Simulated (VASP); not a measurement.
Wanted: the native input for a VASP 6.6.1 run.

```
Task                   : single point
Functional             : r2SCAN
Potentials or basis    : VASP PAW PBE potentials, release 64 (Fe)
Cutoff                 : 520 eV
k mesh                 : 14 × 14 × 14
Occupations            : fermi-dirac, width 0.1 eV
Spin                   : collinear spin, ferromagnetic start
Starting moments       : [3.0] μB
Dipole correction      : no
Further INCAR settings : ALGO = Normal; EDIFF = 1e-06; NBANDS = 14
```

The system is Fe.

```xyz
1
Lattice="0.0000 2.0044 2.0285 1.5468 0.0000 2.0285 1.5468 2.0044 0.0000" Properties=species:S:1:pos:R:3 pbc="T T T"
Fe    0.0000    0.0000    0.0000
```

These files were run (other wordings do the same):

POSCAR

```
Fe
1.0
    0.0000000000      2.0044192720      2.0285389838
    1.5468095167      0.0000000000      2.0285389838
    1.5468095167      2.0044192720      0.0000000000
Fe
1
Direct
    0.0000000000      0.0000000000      0.0000000000
```

INCAR.step1

```
SYSTEM = Fe
PREC = Accurate
ENCUT = 520
ISMEAR = -1
SIGMA = 0.1
LREAL = .FALSE.
LASPH = .TRUE.
NELM = 150
ISPIN = 2
MAGMOM = 3
LMAXMIX = 4
NBANDS = 14
GGA = PE
ALGO = Normal
EDIFF = 1E-4
LWAVE = .TRUE.
LCHARG = .FALSE.
```

INCAR.step2

```
SYSTEM = Fe
PREC = Accurate
ENCUT = 520
EDIFF = 1E-6
ISMEAR = -1
SIGMA = 0.1
LREAL = .FALSE.
LASPH = .TRUE.
NELM = 150
ALGO = Normal
ISIF = 2
LWAVE = .FALSE.
LCHARG = .FALSE.
ISPIN = 2
MAGMOM = 3
LORBIT = 11
LMAXMIX = 4
METAGGA = R2SCAN
LMIXTAU = .TRUE.
NBANDS = 14
ISTART = 1
```

KPOINTS

```
Automatic mesh
0
G
  14 14 14
  0 0 0
```

Potentials or basis: VASP PAW PBE potentials, release 64 (Fe).

Launch:

```sh
$ cat potpaw_PBE.64/Fe/POTCAR > POTCAR
$ cp INCAR.step1 INCAR
$ mpirun -np 1 vasp_std > vasp.out
$ cp INCAR.step2 INCAR
$ mpirun -np 1 vasp_std > vasp.out
```

It gave:

- Pressure: -8.8 GPa
- Net moment: 2.76 μB per cell
- Site moments: Fe +2.85 μB
- Valence electrons inside the program's atomic spheres: Fe 7.07

Caveat: the cell stands under tension; the PAW data sets were made with another functional, which shifts forces and pressure a little.

Run time: 14 min on 1 thread of AMD EPYC 7R43 64-Core Processor (Zen 3), on a shared host, peak memory 0.19 GiB.
